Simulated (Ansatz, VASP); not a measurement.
# Ga: VASP beside Ansatz

The input POSCAR:

```
Ga
1.0
   -1.4461200000      1.4461200000      2.2958700000
    1.4461200000     -1.4461200000      2.2958700000
    1.4461200000      1.4461200000     -2.2958700000
Ga
1
Direct
    0.0000000000      0.0000000000      0.0000000000
```

INCAR.step1

```
SYSTEM = Ga
ALGO     = Normal         ! electronic algorithm
EDIFF    = 1E-4           ! SCF threshold, eV
ENCUT    = 520            ! plane-wave cutoff, eV
GGA      = PE             ! functional
ISMEAR   = 0              ! smearing method
LASPH    = .TRUE.         ! aspherical terms in the spheres
LCHARG   = .FALSE.        ! write CHGCAR
LREAL    = .FALSE.        ! projectors in reciprocal space
LWAVE    = .TRUE.         ! write WAVECAR
NBANDS   = 12             ! bands
NELM     = 60             ! most SCF steps
PREC     = Accurate       ! precision mode
SIGMA    = 0.15           ! smearing width, eV
```

File INCAR.step2:

```
SYSTEM = Ga
ALGO     = Normal         ! electronic algorithm
EDIFF    = 1E-6           ! SCF threshold, eV
ENCUT    = 520            ! plane-wave cutoff, eV
ISIF     = 2              ! what is computed and relaxed
ISMEAR   = 0              ! smearing method
ISTART   = 1            
LASPH    = .TRUE.         ! aspherical terms in the spheres
LCHARG   = .FALSE.        ! write CHGCAR
LMIXTAU  = .TRUE.       
LREAL    = .FALSE.        ! projectors in reciprocal space
LWAVE    = .FALSE.        ! write WAVECAR
METAGGA  = R2SCAN         ! meta-GGA
NBANDS   = 12             ! bands
NELM     = 60             ! most SCF steps
PREC     = Accurate       ! precision mode
SIGMA    = 0.15           ! smearing width, eV
```

Contents of KPOINTS:

```
k-points
0
G
  24 24 24
  0 0 0
```

Input for Ansatz:

```yaml
crystal:
  lattice:
    - [-1.44612, 1.44612, 2.29587]
    - [1.44612, -1.44612, 2.29587]
    - [1.44612, 1.44612, -2.29587]
  atoms:
    - { symbol: Ga, position: [0.0, 0.0, 0.0] }
basis:
  ecutwfc: 500
kpoints:
  mp_grid: { grid: [24, 24, 24] }
hamiltonian:
  xc: r2scan
scf:
  occupations: { method: gaussian, width: 0.15 }
output:
  forces: true
  stress: true
  eigenvalues: true
```

Change from the starting cell: strain +0.030 along x and y, +0.030 along z, atoms carried along.

Alike in both runs: task single point; functional r2SCAN; k mesh 24 × 24 × 24; occupations gaussian, width 0.15 eV; no spin polarisation.

|  | VASP | Ansatz |
| --- | --- | --- |
| version | VASP 6.6.1 | Ansatz 0.2.0 |
| potentials or method | VASP PAW PBE potentials, release 64 (Ga_d), cutoff 520 eV | scalar-relativistic, plane waves, PAW |
| valence electrons in the cell | 13 | 13 |

|  | VASP | Ansatz | Ansatz less VASP |
| --- | --- | --- | --- |
| gap on the k mesh at the Fermi level (eV) | none | none | - |
| pressure (GPa) | -3.5 | -3.6 | -0.09 |
| traceless stress, the component that is largest in VASP (GPa) | 0.07 | 0.09 | +0.023 |

VASP's potentials were made for PBE, not for r2SCAN. A gap of «none» marks a metal or a gap that the smearing closes.
